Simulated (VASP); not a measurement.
# W (Fd-3m) in VASP: a series of runs

The runs below take W through single point, with RPBE.

Program: VASP 6.6.1. These are calculated values, not measurements. Logs are shortened: lines on timing, memory, paths and dates and some standing lists are left out, and cuts for length are marked.

**1. The cell of the first run**

Symmetry: Fd-3m, No. 227, cubic system. Conventional cell: a = 5.868 Å, b = 5.868 Å, c = 5.868 Å, α = 90.00°, β = 90.00°, γ = 90.00°. W (site symmetry -43m) has 4 W at 2.54 Å within 3.4 Å.

This isn't the form of W at room conditions, which is bcc.

**2. Single point, RPBE**

The input, INCAR:

```
SYSTEM = W
  ALGO = Normal
  EDIFF = 1E-6
  ENCUT = 520
  GGA = RP
  ISIF = 2
  ISMEAR = -1
  LASPH = .True.
  LCHARG = .False.
  LREAL = .False.
  LWAVE = .False.
  NBANDS = 21
  NELM = 100
  PREC = Accurate
  SIGMA = 0.1
```

The input, KPOINTS:

```
k-points
0
Gamma
  10 10 10
  0 0 0
```

The input, POSCAR:

```
W
1.0
    0.0000000000      2.9338096209      2.9338096209
    2.9338096209      0.0000000000      2.9338096209
    2.9338096209      2.9338096209      0.0000000000
W
2
Direct
    0.1250000000      0.1250000000      0.1250000000
    0.8750000000      0.8750000000      0.8750000000
```

Potentials or basis: VASP PAW PBE potentials, release 64 (W_sv).

Command:

```bash
cat potpaw_PBE.64/W_sv/POTCAR > POTCAR
mpirun -np 1 vasp_std > vasp.out
```

OUTCAR:

```text
SYSTEM = W
   EDIFF = 1E-6
   ENCUT = 520
   GGA = RP
   ISIF = 2
   ISMEAR = -1
   LASPH = .True.
   LREAL = .False.
   NELM = 100
   PREC = Accurate

 ion  position               nearest neighbor table
   1  0.125  0.125  0.125-   2 2.54   2 2.54   2 2.54   2 2.54
   2  0.875  0.875  0.875-   1 2.54   1 2.54   1 2.54   1 2.54

  LATTYP: Found a face centered cubic cell.
 ALAT       =     5.8676192418

  Lattice vectors:

 A1 = (   0.0000000000,   2.9338096209,   2.9338096209)
 A2 = (   2.9338096209,   0.0000000000,   2.9338096209)
 A3 = (   2.9338096209,   2.9338096209,   0.0000000000)

Analysis of symmetry for initial positions (statically):
=====================================================================
 Subroutine PRICEL returns:
 Original cell was already a primitive cell.

 Routine SETGRP: Setting up the symmetry group for a
 face centered cubic supercell.

 Subroutine GETGRP returns: Found 48 space group operations
 (whereof 12 operations were pure point group operations)
 out of a pool of 48 trial point group operations.

The static configuration has the point symmetry D_3d.
 The point group associated with its full space group is O_h .

Analysis of symmetry for dynamics (positions and initial velocities):
=====================================================================
 Subroutine PRICEL returns:
 Original cell was already a primitive cell.

 Routine SETGRP: Setting up the symmetry group for a
 face centered cubic supercell.

 Subroutine GETGRP returns: Found 48 space group operations
 (whereof 12 operations were pure point group operations)
 out of a pool of 48 trial point group operations.

The dynamic configuration has the point symmetry D_3d.
 The point group associated with its full space group is O_h .

 Subroutine INISYM returns: Found 48 space group operations
 (whereof 12 operations are pure point group operations),
 and found     1 'primitive' translations

----------------------------------------------------------------------------------------

                                     Primitive cell

  volume of cell :      50.5040

  direct lattice vectors                    reciprocal lattice vectors
     0.000000000  2.933809621  2.933809621    -0.170426873  0.170426873  0.170426873
     2.933809621  0.000000000  2.933809621     0.170426873 -0.170426873  0.170426873
     2.933809621  2.933809621  0.000000000     0.170426873  0.170426873 -0.170426873

  length of vectors
     4.149033355  4.149033355  4.149033355     0.295188003  0.295188003  0.295188003

  position of ions in fractional coordinates (direct lattice)
     0.125000000  0.125000000  0.125000000
     0.875000000  0.875000000  0.875000000

  ion indices of the primitive-cell ions
   primitive index   ion index
                 1           1
                 2           2

----------------------------------------------------------------------------------------

 KPOINTS: k-points

Automatic generation of k-mesh.
 Grid dimensions read from file:
 generate k-points for:   10   10   10

 Generating k-lattice:

  Cartesian coordinates                     Fractional coordinates (reciprocal lattice)
    -0.017042687  0.017042687  0.017042687     0.100000000  0.000000000  0.000000000
     0.017042687 -0.017042687  0.017042687     0.000000000  0.100000000  0.000000000
     0.017042687  0.017042687 -0.017042687     0.000000000  0.000000000  0.100000000

  Length of vectors
     0.029518800  0.029518800  0.029518800

  Shift w.r.t. Gamma in fractional coordinates (k-lattice)
     0.000000000  0.000000000  0.000000000

 Subroutine IBZKPT returns following result:
 ===========================================

 Found     47 irreducible k-points:

 Following reciprocal coordinates:
            Coordinates               Weight
  0.000000  0.000000  0.000000      1.000000
  0.100000  0.000000  0.000000      8.000000
  0.200000  0.000000  0.000000      8.000000
  0.300000  0.000000  0.000000      8.000000
  0.400000  0.000000  0.000000      8.000000
  0.500000  0.000000  0.000000      4.000000
[... 16 lines left out ...]
  0.300000  0.300000  0.000000      6.000000
  0.400000  0.300000  0.000000     24.000000
 [... further k-points ...]
   k-points           NKPTS =     47   k-points in BZ     NKDIM =     47   number of bands    NBANDS=     21
   number of dos      NEDOS =    301   number of ions     NIONS =      2
   total plane-waves  NPLWV =  32768
   dimension x,y,z NGX =    32 NGY =   32 NGZ =   32
   dimension x,y,z NGXF=    64 NGYF=   64 NGZF=   64
   ions per type =               2
   NGX,Y,Z   is equivalent  to a cutoff of  12.82, 12.82, 12.82 a.u.
   NGXF,Y,Z  is equivalent  to a cutoff of  25.64, 25.64, 25.64 a.u.
 SYSTEM =  W
   PREC   = accura    normal or accurate (medium, high low for compatibility)
   ISTART =      0    job   : 0-new  1-cont  2-samecut
   ICHARG =      2    charge: 1-file 2-atom 10-const
   ISPIN  =      1    spin polarized calculation?
   LNONCOLLINEAR =      F non collinear calculations
   LSORBIT =      F    spin-orbit coupling
   LASPH  =      T    aspherical Exc in radial PAW
   ENCUT  =  520.0 eV  38.22 Ry    6.18 a.u.   7.71  7.71  7.71*2*pi/ulx,y,z
   NELM   =    100;   NELMIN=  2; NELMDL= -5     # of ELM steps
   EDIFF  = 0.1E-05   stopping-criterion for ELM
   LREAL  =      F    real-space projection
   EDIFFG = 0.1E-04   stopping-criterion for IOM
   NSW    =      0    number of steps for IOM
   IBRION =     -1    ionic relax: 0-MD 1-quasi-New 2-CG
   NFREE  =      0    steps in history (QN), initial steepest desc. (CG)
   ISIF   =      2    stress and relaxation
   ISYM   =      2    0-nonsym 1-usesym 2-fastsym
   POTIM  = 0.5000    time-step for ionic-motion
   TEBEG  =    0.0;   TEEND  =   0.0 temperature during run
   PSTRESS=    0.0 pullay stress
   NELECT =      28.0000    total number of electrons
   NUPDOWN=      -1.0000    fix difference up-down
   EMIN   =  10.00;   EMAX   =-10.00  energy-range for DOS
   EFERMI =   0.00;   METHOD = LEGACY
   ISMEAR =    -1;   SIGMA  =   0.10  broadening in eV -4-tet -1-fermi 0-gaus
   EFERMI_NEDOS =   21; number of points for ismear=-14 and -15
   IALGO  =     38    algorithm
   IMIX   =      4    mixing-type and parameters
     AMIX     =   0.40;   BMIX     =  1.00
     AMIX_MAG =   1.60;   BMIX_MAG =  1.00
  volume/ion in A,a.u.               =      25.25       170.41
  Fermi-wavevector in a.u.,A,eV,Ry     =   1.344886  2.541467 24.609119  1.808719
  Thomas-Fermi vector in A             =   2.472844
   LORBIT       =      0    0 simple, 1 ext, 2 COOP (PROOUT), +10 PAW based schemes
   GGA     = RP    functional components
   LHFCALC =     F    Hartree Fock is set to
   AEXX    =    0.0000 exact exchange contribution
   IVDW    =     0    specifies the selected vdW correction
   LEPSILON=     F    determine dielectric tensor
   LRPA    =     F    only Hartree local field effects (RPA)
 non-spin polarized calculation
  energy-cutoff  :      520.00
  volume of cell :       50.50
 maximum number of plane-waves:      1380
   NGX = 15   NGY = 15   NGZ = 15

 number of electron      28.0000003 magnetization

 Free energy of the ion-electron system (eV)
  ---------------------------------------------------
  ext. energy  EPLUGINS =         0.00000000
  ---------------------------------------------------
  free energy    TOTEN  =       -19.64394720 eV

  energy without entropy =      -19.54362886  energy(sigma->0) =      -19.59378803

 E-fermi :   5.1216     XC(G=0): -10.5994

 val. band max:        5.1071072231   @ k =  -0.4000   0.4000   0.0000
 cond. band min:       5.1311415681   @ k =  -0.4000   0.4000   0.1000
 fundamental gap:      0.0240343450
 Fermi energy:         5.1216353558

 k-point     1 :       0.0000    0.0000    0.0000
  band No.  band energies     occupation
      1     -68.0570      2.00000
      2     -67.7668      2.00000
      3     -32.6162      2.00000
      4     -32.6162      2.00000
      5     -32.6162      2.00000
      6     -31.7577      2.00000
[... 13 lines left out ...]
     20      15.7331      0.00000
     21      15.8143      0.00000

 k-point     2 :       0.1000    0.0000    0.0000
  band No.  band energies     occupation
      1     -68.0518      2.00000
      2     -67.7721      2.00000
      3     -32.6259      2.00000
      4     -32.6259      2.00000
      5     -32.6144      2.00000
      6     -31.7605      2.00000
[... 13 lines left out ...]
     20      15.3566      0.00000
     21      16.0236      0.00000

 k-point     3 :       0.2000    0.0000    0.0000
  band No.  band energies     occupation
      1     -68.0371      2.00000
      2     -67.7872      2.00000
      3     -32.6504      2.00000
      4     -32.6504      2.00000
      5     -32.6100      2.00000
      6     -31.7675      2.00000
[... 13 lines left out ...]
     20      14.3692      0.00000
     21      15.0446      0.00000

 k-point     4 :       0.3000    0.0000    0.0000
  band No.  band energies     occupation
      1     -68.0159      2.00000
      2     -67.8088      2.00000
      3     -32.6789      2.00000
      4     -32.6789      2.00000
      5     -32.6050      2.00000
      6     -31.7756      2.00000
[... 13 lines left out ...]
     20      12.1689      0.00000
     21      14.8322      0.00000

 k-point     5 :       0.4000    0.0000    0.0000
  band No.  band energies     occupation
      1     -67.9948      2.00000
      2     -67.8302      2.00000
      3     -32.7007      2.00000
      4     -32.7007      2.00000
      5     -32.6014      2.00000
      6     -31.7816      2.00000
[... 13 lines left out ...]
     20      10.4733      0.00000
     21      14.7863      0.00000
[... 382 lines left out ...]
     20      11.0351      0.00000
     21      12.7017      0.00000

 k-point    22 :      -0.2000    0.2000    0.0000
  band No.  band energies     occupation
      1     -68.0074      2.00000
      2     -67.8174      2.00000
      3     -32.7451      2.00000
      4     -32.6802      2.00000
      5     -32.5346      2.00000
      6     -31.8456      2.00000
[... 13 lines left out ...]
     20      12.6186      0.00000
     21      13.3155      0.00000

 k-point    23 :       0.3000    0.3000    0.0000
  band No.  band energies     occupation
      1     -67.9978      2.00000
      2     -67.8271      2.00000
      3     -32.7451      2.00000
      4     -32.7451      2.00000
      5     -32.4455      2.00000
      6     -31.9436      2.00000
[... 13 lines left out ...]
     20      12.8758      0.00000
     21      13.0907      0.00000

 k-point    24 :       0.4000    0.3000    0.0000
  band No.  band energies     occupation
      1     -67.9770      2.00000
      2     -67.8482      2.00000
      3     -32.7729      2.00000
      4     -32.7655      2.00000
      5     -32.3936      2.00000
      6     -31.9971      2.00000
[... 13 lines left out ...]
     20      11.5407      0.00000
     21      12.2289      0.00000

 [... further k-points ...]

------------------------ aborting loop because EDIFF is reached ----------------------------------------

  FORCE on cell =-STRESS in cart. coord.  units (eV):
  Direction    XX          YY          ZZ          XY          YZ          ZX
  --------------------------------------------------------------------------------------
  -------------------------------------------------------------------------------------
  Total        0.1240174      0.1240174      0.1240174     -0.0000000     -0.0000000      0.0000000
  in kB        3.9343004      3.9343004      3.9343004     -0.0000000     -0.0000000      0.0000000
  external PRESSURE =       3.9343004 kB  Pullay stress =       0.0000000 kB

 VOLUME and BASIS-vectors are now :
 -----------------------------------------------------------------------------
  energy-cutoff  :      520.00
  volume of cell :       50.50
      direct lattice vectors                 reciprocal lattice vectors
     0.000000000  2.933809621  2.933809621    -0.170426873  0.170426873  0.170426873
     2.933809621  0.000000000  2.933809621     0.170426873 -0.170426873  0.170426873
     2.933809621  2.933809621  0.000000000     0.170426873  0.170426873 -0.170426873

 POSITION                                       TOTAL-FORCE (eV/Angst)
 -----------------------------------------------------------------------------------
      0.73345      0.73345      0.73345        -0.000000     -0.000000     -0.000000
      5.13417      5.13417      5.13417         0.000000      0.000000      0.000000
 -----------------------------------------------------------------------------------
    total drift:                                0.000000      0.000000     -0.000000

  FREE ENERGIE OF THE ION-ELECTRON SYSTEM (eV)
  ---------------------------------------------------
  free  energy   TOTEN  =       -19.6439472001 eV

  energy  without entropy=      -19.5436288579  energy(sigma->0) =      -19.59378803
```

It took 45 s on 1 thread of Intel Xeon 8259CL, shared host; peak memory 0.19 GiB.

What came out:

| Quantity | Value |
| --- | --- |
| Free energy | -19.6439 eV |
| Pressure | 0.4 GPa |
| Band gap on the k mesh | zero (bands 14 and 15 overlap by 0.91 eV) |

Caveat: the PAW data sets were made with another functional, which shifts forces and pressure a little; spin-orbit coupling is left out, which moves the levels of the heavy elements.

**3. Single point, RPBE (22.22 Å³/atom)**

This run uses another cell than the first one, of 22.22 Å³/atom.

The input, INCAR:

```
PREC = Accurate
ENCUT = 520
EDIFF = 1E-6
ISMEAR = -1
SIGMA = 0.1
LREAL = False
LASPH = True
NELM = 100
ALGO = Normal
ISIF = 2
LWAVE = False
LCHARG = False
GGA = RP
NBANDS = 21
```

The input, KPOINTS:

```
regular mesh
0
Gamma
  11 11 11
```

The input, POSCAR:

```
W
1.0
    0.0000000000      2.8114227349      2.8114227349
    2.8114227349      0.0000000000      2.8114227349
    2.8114227349      2.8114227349      0.0000000000
W
2
Direct
    0.1250000000      0.1250000000      0.1250000000
    0.8750000000      0.8750000000      0.8750000000
```

Potentials or basis: VASP PAW PBE potentials, release 64 (W_sv).

Command:

```bash
cat potpaw_PBE.64/W_sv/POTCAR > POTCAR
mpirun -np 1 vasp_std > vasp.out
```

Wall time 64 s (1 thread of Intel Xeon 8259CL, shared host); peak memory 0.19 GiB.

It converged, with:

```yaml
Free_energy: -19.3003 eV
Pressure: 19.7 GPa
Band_gap_on_the_k_mesh: zero (bands 14 and 15 overlap by 1.00 eV)
```

Levels at points of the mesh, in eV from the Fermi level:
| k point | band 12 | band 13 | band 14 | band 15 | band 16 | band 17 |
| --- | --- | --- | --- | --- | --- | --- |
| (0.00, 0.00, 0.00) | -1.22 | -1.22 | -1.22 | 1.68 | 1.68 | 1.68 |

Caveat: the cell stands under pressure; the PAW data sets were made with another functional, which shifts forces and pressure a little; spin-orbit coupling is left out, which moves the levels of the heavy elements.

(Part 1 of 2 ends here.)
